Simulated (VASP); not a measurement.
# Si (Fd-3m) in VASP: relaxation of cell and atoms with LDA

Aim: the relaxation of cell and atoms of Si with LDA.

Everything below comes from runs of VASP 6.6.1. Logs are shortened: lines on timing, memory, paths and dates and some standing lists are left out, and cuts for length are marked.

**1. The cell of the first run**

Symmetry: Fd-3m, No. 227, cubic system. The conventional cell has a = 5.402 Å, b = 5.402 Å, c = 5.402 Å, α = 90.00°, β = 90.00°, γ = 90.00°. Si (site symmetry -43m) has 4 Si at 2.34 Å within 3.1 Å.

**2. Relaxation of cell and atoms, LDA**

Input file INCAR:

```
SYSTEM = Si
ALGO = Normal
EDIFF = 1E-6
EDIFFG = -0.002
ENCUT = 600
GGA = CA
IBRION = 2
ISIF = 3
ISMEAR = 0
LASPH = .True.
LCHARG = .False.
LREAL = .False.
LWAVE = .False.
NELM = 80
NSW = 100
PREC = Accurate
SIGMA = 0.02
```

Input file KPOINTS:

```
k-points
0
Gamma
  12 12 12
  0 0 0
```

Input file POSCAR:

```
Si
1.0
    0.0000000000      2.7009711365      2.7009711365
    2.7009711365      0.0000000000      2.7009711365
    2.7009711365      2.7009711365      0.0000000000
Si
2
Direct
    0.7500000000      0.7500000000      0.7500000000
    0.5000000000      0.5000000000      0.5000000000
```

Potentials or basis: VASP PAW LDA potentials, release 64 (Si).

Launch:

```console
$ cat potpaw_LDA.64/Si/POTCAR > POTCAR
$ mpirun -np 1 vasp_std > vasp.out
```

OUTCAR:

```text
SYSTEM = Si
   EDIFF = 1E-6
   EDIFFG = -0.002
   ENCUT = 600
   GGA = CA
   IBRION = 2
   ISIF = 3
   ISMEAR = 0
   LASPH = .True.
   LREAL = .False.
   NELM = 80
   NSW = 100
   PREC = Accurate

 ion  position               nearest neighbor table
   1  0.750  0.750  0.750-   2 2.34   2 2.34   2 2.34   2 2.34
   2  0.500  0.500  0.500-   1 2.34   1 2.34   1 2.34   1 2.34

  LATTYP: Found a face centered cubic cell.
 ALAT       =     5.4019422730

  Lattice vectors:

 A1 = (   0.0000000000,   2.7009711365,   2.7009711365)
 A2 = (   2.7009711365,   0.0000000000,   2.7009711365)
 A3 = (   2.7009711365,   2.7009711365,   0.0000000000)

Analysis of symmetry for initial positions (statically):
=====================================================================
 Subroutine PRICEL returns:
 Original cell was already a primitive cell.

 Routine SETGRP: Setting up the symmetry group for a
 face centered cubic supercell.

 Subroutine GETGRP returns: Found 48 space group operations
 (whereof 24 operations were pure point group operations)
 out of a pool of 48 trial point group operations.

The static configuration has the point symmetry T_d .
 The point group associated with its full space group is O_h .

Analysis of symmetry for dynamics (positions and initial velocities):
=====================================================================
 Subroutine PRICEL returns:
 Original cell was already a primitive cell.

 Routine SETGRP: Setting up the symmetry group for a
 face centered cubic supercell.

 Subroutine GETGRP returns: Found 48 space group operations
 (whereof 24 operations were pure point group operations)
 out of a pool of 48 trial point group operations.

The dynamic configuration has the point symmetry T_d .
 The point group associated with its full space group is O_h .

 Subroutine INISYM returns: Found 48 space group operations
 (whereof 24 operations are pure point group operations),
 and found     1 'primitive' translations

----------------------------------------------------------------------------------------

                                     Primitive cell

  volume of cell :      39.4085

  direct lattice vectors                    reciprocal lattice vectors
     0.000000000  2.700971137  2.700971137    -0.185118602  0.185118602  0.185118602
     2.700971137  0.000000000  2.700971137     0.185118602 -0.185118602  0.185118602
     2.700971137  2.700971137  0.000000000     0.185118602  0.185118602 -0.185118602

  length of vectors
     3.819750013  3.819750013  3.819750013     0.320634824  0.320634824  0.320634824

  position of ions in fractional coordinates (direct lattice)
     0.750000000  0.750000000  0.750000000
     0.500000000  0.500000000  0.500000000

  ion indices of the primitive-cell ions
   primitive index   ion index
                 1           1
                 2           2

----------------------------------------------------------------------------------------

 KPOINTS: k-points

Automatic generation of k-mesh.
 Grid dimensions read from file:
 generate k-points for:   12   12   12

 Generating k-lattice:

  Cartesian coordinates                     Fractional coordinates (reciprocal lattice)
    -0.015426550  0.015426550  0.015426550     0.083333333  0.000000000  0.000000000
     0.015426550 -0.015426550  0.015426550     0.000000000  0.083333333  0.000000000
     0.015426550  0.015426550 -0.015426550     0.000000000  0.000000000  0.083333333

  Length of vectors
     0.026719569  0.026719569  0.026719569

  Shift w.r.t. Gamma in fractional coordinates (k-lattice)
     0.000000000  0.000000000  0.000000000

 Subroutine IBZKPT returns following result:
 ===========================================

 Found     72 irreducible k-points:

 Following reciprocal coordinates:
            Coordinates               Weight
  0.000000  0.000000  0.000000      1.000000
  0.083333  0.000000  0.000000      8.000000
  0.166667  0.000000  0.000000      8.000000
  0.250000  0.000000  0.000000      8.000000
  0.333333  0.000000  0.000000      8.000000
  0.416667  0.000000  0.000000      8.000000
[... 16 lines left out ...]
  0.500000  0.166667  0.000000     24.000000
 -0.416667  0.166667  0.000000     24.000000
 [... further k-points ...]
   k-points           NKPTS =     72   k-points in BZ     NKDIM =     72   number of bands    NBANDS=      8
   number of dos      NEDOS =    301   number of ions     NIONS =      2
   total plane-waves  NPLWV =  32768
   dimension x,y,z NGX =    32 NGY =   32 NGZ =   32
   dimension x,y,z NGXF=    64 NGYF=   64 NGZF=   64
   ions per type =               2
   NGX,Y,Z   is equivalent  to a cutoff of  13.93, 13.93, 13.93 a.u.
   NGXF,Y,Z  is equivalent  to a cutoff of  27.85, 27.85, 27.85 a.u.
 SYSTEM =  Si
   PREC   = accura    normal or accurate (medium, high low for compatibility)
   ISTART =      0    job   : 0-new  1-cont  2-samecut
   ICHARG =      2    charge: 1-file 2-atom 10-const
   ISPIN  =      1    spin polarized calculation?
   LNONCOLLINEAR =      F non collinear calculations
   LSORBIT =      F    spin-orbit coupling
   LASPH  =      T    aspherical Exc in radial PAW
   ENCUT  =  600.0 eV  44.10 Ry    6.64 a.u.   7.63  7.63  7.63*2*pi/ulx,y,z
   NELM   =     80;   NELMIN=  2; NELMDL= -5     # of ELM steps
   EDIFF  = 0.1E-05   stopping-criterion for ELM
   LREAL  =      F    real-space projection
   EDIFFG = -.2E-02   stopping-criterion for IOM
   NSW    =    100    number of steps for IOM
   IBRION =      2    ionic relax: 0-MD 1-quasi-New 2-CG
   NFREE  =      1    steps in history (QN), initial steepest desc. (CG)
   ISIF   =      3    stress and relaxation
   ISYM   =      2    0-nonsym 1-usesym 2-fastsym
   POTIM  = 0.5000    time-step for ionic-motion
   TEBEG  =    0.0;   TEEND  =   0.0 temperature during run
   PSTRESS=    0.0 pullay stress
   NELECT =       8.0000    total number of electrons
   NUPDOWN=      -1.0000    fix difference up-down
   EMIN   =  10.00;   EMAX   =-10.00  energy-range for DOS
   EFERMI =   0.00;   METHOD = LEGACY
   ISMEAR =     0;   SIGMA  =   0.02  broadening in eV -4-tet -1-fermi 0-gaus
   EFERMI_NEDOS =   21; number of points for ismear=-14 and -15
   IALGO  =     38    algorithm
   IMIX   =      4    mixing-type and parameters
     AMIX     =   0.40;   BMIX     =  1.00
     AMIX_MAG =   1.60;   BMIX_MAG =  1.00
  volume/ion in A,a.u.               =      19.70       132.97
  Fermi-wavevector in a.u.,A,eV,Ry     =   0.962147  1.818195 12.595285  0.925727
  Thomas-Fermi vector in A             =   2.091581
   LORBIT       =      0    0 simple, 1 ext, 2 COOP (PROOUT), +10 PAW based schemes
   GGA     = CA    functional components
   LHFCALC =     F    Hartree Fock is set to
   AEXX    =    0.0000 exact exchange contribution
   IVDW    =     0    specifies the selected vdW correction
   LEPSILON=     F    determine dielectric tensor
   LRPA    =     F    only Hartree local field effects (RPA)
 conjugate gradient relaxation of ions
 non-spin polarized calculation
 Gauss-broadening in eV      SIGMA  =   0.02
  energy-cutoff  :      600.00
  volume of cell :       39.41
 maximum number of plane-waves:      1363
   NGX = 15   NGY = 15   NGZ = 15

--------------------------------------- Ionic step        1  -------------------------------------------

 number of electron       7.9999999 magnetization

 Free energy of the ion-electron system (eV)
  ---------------------------------------------------
  ext. energy  EPLUGINS =         0.00000000
  ---------------------------------------------------
  free energy    TOTEN  =       -11.91994445 eV

  energy without entropy =      -11.91994445  energy(sigma->0) =      -11.91994445

------------------------ aborting loop because EDIFF is reached ----------------------------------------

  FORCE on cell =-STRESS in cart. coord.  units (eV):
  Direction    XX          YY          ZZ          XY          YZ          ZX
  --------------------------------------------------------------------------------------
  -------------------------------------------------------------------------------------
  Total        0.0136451      0.0136451      0.0136451      0.0000000      0.0000000      0.0000000
  in kB        0.5547489      0.5547489      0.5547489      0.0000000      0.0000000      0.0000000
  external PRESSURE =       0.5547489 kB  Pullay stress =       0.0000000 kB

 VOLUME and BASIS-vectors are now :
 -----------------------------------------------------------------------------
  energy-cutoff  :      600.00
  volume of cell :       39.41
      direct lattice vectors                 reciprocal lattice vectors
     0.000000000  2.700971137  2.700971137    -0.185118602  0.185118602  0.185118602
     2.700971137  0.000000000  2.700971137     0.185118602 -0.185118602  0.185118602
     2.700971137  2.700971137  0.000000000     0.185118602  0.185118602 -0.185118602
[... 73 lines left out ...]
 POSITION                                       TOTAL-FORCE (eV/Angst)
 -----------------------------------------------------------------------------------
      4.05222      4.05222      4.05222         0.000000      0.000000      0.000000
      2.70148      2.70148      2.70148        -0.000000     -0.000000     -0.000000
 -----------------------------------------------------------------------------------
    total drift:                               -0.000000     -0.000000     -0.000000

  FREE ENERGIE OF THE ION-ELECTRON SYSTEM (eV)
  ---------------------------------------------------
  free  energy   TOTEN  =       -11.9199486101 eV

  energy  without entropy=      -11.9199486101  energy(sigma->0) =      -11.91994861

--------------------------------------- Ionic step        4  -------------------------------------------

 number of electron       7.9999999 magnetization

 Free energy of the ion-electron system (eV)
  ---------------------------------------------------
  ext. energy  EPLUGINS =         0.00000000
  ---------------------------------------------------
  free energy    TOTEN  =       -11.91994809 eV

  energy without entropy =      -11.91994809  energy(sigma->0) =      -11.91994809

 E-fermi :   6.0144     XC(G=0):  -9.6640

 val. band max:        5.9287385304   @ k =   0.0000   0.0000   0.0000
 cond. band min:       6.3715192105   @ k =   0.4167   0.4167   0.0000
 fundamental gap:      0.4427806801
 Fermi energy:         6.0144171670

 k-point     1 :       0.0000    0.0000    0.0000
  band No.  band energies     occupation
      1      -6.1348      2.00000
      2       5.9287      2.00000
      3       5.9287      2.00000
      4       5.9287      2.00000
      5       8.4595      0.00000
      6       8.4595      0.00000
      7       8.4595      0.00000
      8       9.3161      0.00000

 k-point     2 :       0.0833    0.0000    0.0000
  band No.  band energies     occupation
      1      -6.0425      2.00000
      2       5.0598      2.00000
      3       5.7822      2.00000
      4       5.7822      2.00000
      5       8.5048      0.00000
      6       8.6744      0.00000
      7       8.6744      0.00000
      8       9.9722      0.00000
[... 221 lines left out ...]
 k-point    23 :       0.5000    0.1667    0.0000
  band No.  band energies     occupation
      1      -3.6000      2.00000
      2      -0.7495      2.00000
      3       3.1034      2.00000
      4       4.1286      2.00000
      5       7.8843      0.00000
      6      10.0022      0.00000
      7      10.5153      0.00000
      8      12.3030      0.00000

 k-point    24 :      -0.4167    0.1667    0.0000
  band No.  band energies     occupation
      1      -3.4814      2.00000
      2      -0.9141      2.00000
      3       2.8844      2.00000
      4       4.3167      2.00000
      5       8.0370      0.00000
      6       9.9466      0.00000
      7      10.2857      0.00000
      8      13.8606      0.00000

 [... further k-points ...]

------------------------ aborting loop because EDIFF is reached ----------------------------------------

  FORCE on cell =-STRESS in cart. coord.  units (eV):
  Direction    XX          YY          ZZ          XY          YZ          ZX
  --------------------------------------------------------------------------------------
  -------------------------------------------------------------------------------------
  Total        0.0017471      0.0017471      0.0017471      0.0000000     -0.0000000      0.0000000
  in kB        0.0709971      0.0709971      0.0709971      0.0000000     -0.0000000      0.0000000
  external PRESSURE =       0.0709971 kB  Pullay stress =       0.0000000 kB

 VOLUME and BASIS-vectors are now :
 -----------------------------------------------------------------------------
  energy-cutoff  :      600.00
  volume of cell :       39.43
      direct lattice vectors                 reciprocal lattice vectors
    -0.000000000  2.701363522  2.701363522    -0.185091712  0.185091712  0.185091712
     2.701363522 -0.000000000  2.701363522     0.185091712 -0.185091712  0.185091712
     2.701363522  2.701363522  0.000000000     0.185091712  0.185091712 -0.185091712

 POSITION                                       TOTAL-FORCE (eV/Angst)
 -----------------------------------------------------------------------------------
      4.05205      4.05205      4.05205        -0.000000      0.000000     -0.000000
      2.70136      2.70136      2.70136         0.000000     -0.000000      0.000000
 -----------------------------------------------------------------------------------
    total drift:                               -0.000000     -0.000000     -0.000000

  FREE ENERGIE OF THE ION-ELECTRON SYSTEM (eV)
  ---------------------------------------------------
  free  energy   TOTEN  =       -11.9199480862 eV

  energy  without entropy=      -11.9199480862  energy(sigma->0) =      -11.91994809

 reached required accuracy - stopping structural energy minimisation
```

Wall time 41 s (1 thread of Intel Xeon 8259CL, shared host); peak memory 0.16 GiB.

Results:

| Item | Value |
| --- | --- |
| Free energy | -11.9199 eV |
| Relaxed volume | 19.71 Å³/atom |
| Relaxed cell | a = 3.820 Å, b = 3.820 Å, c = 3.820 Å, α = 60.00°, β = 60.00°, γ = 60.00° |
| Space group after relaxing (to 0.1 Å) | Fd-3m (No. 227) |
| Energy gained by relaxing | 0.0 meV/atom |
| Ionic steps | 4 |
| Pressure after relaxing | 0.0 GPa |
| Band gap on the k mesh | 0.44 eV (least direct gap 2.53 eV) |

Final structure:
```yaml
crystal:
  lattice:
    - [0.00000, 2.70136, 2.70136]
    - [2.70136, 0.00000, 2.70136]
    - [2.70136, 2.70136, 0.00000]
  atoms:
    - { symbol: Si, position: [0.75000, 0.75000, 0.75000] }
    - { symbol: Si, position: [0.50000, 0.50000, 0.50000] }
```

Levels at points of the mesh, in eV from the valence-band top:
| k point | band 1 | band 2 | band 3 | band 4 | band 5 | band 6 | band 7 | band 8 |
| --- | --- | --- | --- | --- | --- | --- | --- | --- |
| (0.00, 0.00, 0.00) | -12.06 | 0.00 | 0.00 | 0.00 | 2.53 | 2.53 | 2.53 | 3.39 |
| (0.50, 0.00, 0.00) | -9.69 | -7.06 | -1.21 | -1.21 | 1.49 | 3.29 | 3.29 | 7.54 |
| (0.50, 0.50, 0.00) | -7.86 | -7.86 | -2.89 | -2.89 | 0.57 | 0.57 | 10.11 | 10.11 |

A k mesh can miss the band edges.
